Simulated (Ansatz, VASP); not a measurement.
This is a calculation of MnO for Ansatz 0.2.0.

input.yaml

```yaml
crystal:
  lattice:
    - [0.0, 2.1938512115, 2.1938512115]
    - [2.1938512115, 0.0, 2.1938512115]
    - [2.1938512115, 2.1938512115, 0.0]
  atoms:
    - { symbol: Mn, position: [0.0, 0.0, 0.0], spin: 4.0 }
    - { symbol: O, position: [0.5, 0.5, 0.5] }
kpoints:
  mp_grid: { grid: [10, 10, 10] }
scf:
  occupations: { method: fermi_dirac, width: 0.05 }
hamiltonian:
  xc: lda
  pseudopotentials: { kind: all_electron, lapw: { basis_error: 0.001 } }
magnetization:
  spin_polarized: true
output:
  forces: true
  stress: true
  eigenvalues: true
```

Potentials or basis: all-electron LAPW, scalar-relativistic.

Command:

```console
$ ansatz run input.yaml --threads 2 --pin off --max-ram 6144MiB --backend cpu --events-out ev --progress --plain --runs-dir out
```

**Question.** Set up the same calculation for VASP 6.6.1. Potentials there: VASP PAW LDA potentials, release 64 (Mn_pv, O).

**Answer.** As run (the cutoff follows the program's own potentials):

The input INCAR:

```
SYSTEM = MnO
PREC = Accurate
ENCUT = 520
EDIFF = 1E-7
ISMEAR = -1
SIGMA = 0.05
LREAL = .False.
LASPH = .True.
NELM = 150
ALGO = Normal
ISIF = 2
LWAVE = .False.
LCHARG = .False.
ISPIN = 2
MAGMOM = 4 0
LORBIT = 11
LMAXMIX = 4
GGA = CA
NBANDS = 20
```

Contents of KPOINTS:

```
Automatic mesh
0
Gamma
  10 10 10
  0 0 0
```

The input POSCAR:

```
MnO
1.0
    0.0000000000      2.1938512115      2.1938512115
    2.1938512115      0.0000000000      2.1938512115
    2.1938512115      2.1938512115      0.0000000000
Mn O
1 1
Direct
    0.0000000000      0.0000000000      0.0000000000
    0.5000000000      0.5000000000      0.5000000000
```

Potentials or basis: VASP PAW LDA potentials, release 64 (Mn_pv, O).

The run is started by

```sh
$ cat potpaw_LDA.64/Mn_pv/POTCAR potpaw_LDA.64/O/POTCAR > POTCAR
$ mpirun -np 1 vasp_std > vasp.out
```

Both were run:

|  | VASP | Ansatz | Ansatz less VASP |
| --- | --- | --- | --- |
| gap on the k mesh at the Fermi level (eV) | none | none | - |
| pressure (GPa) | -15.3 | -13.9 | +1.45 |
| net moment per atom (μB) | 2.18 | 2.22 | +0.045 |
| size of the moment on the site where the two differ most (μB) | 3.98 | 4.04 | +0.057 |

LDA's correlation is that of Perdew and Zunger in VASP and of Perdew and Wang (1992) in Ansatz. Site moments also hang on the region over which each program counts them. A gap of «none» marks a metal or a gap that the smearing closes. Ansatz ran all-electron here, and VASP with PAW potentials.
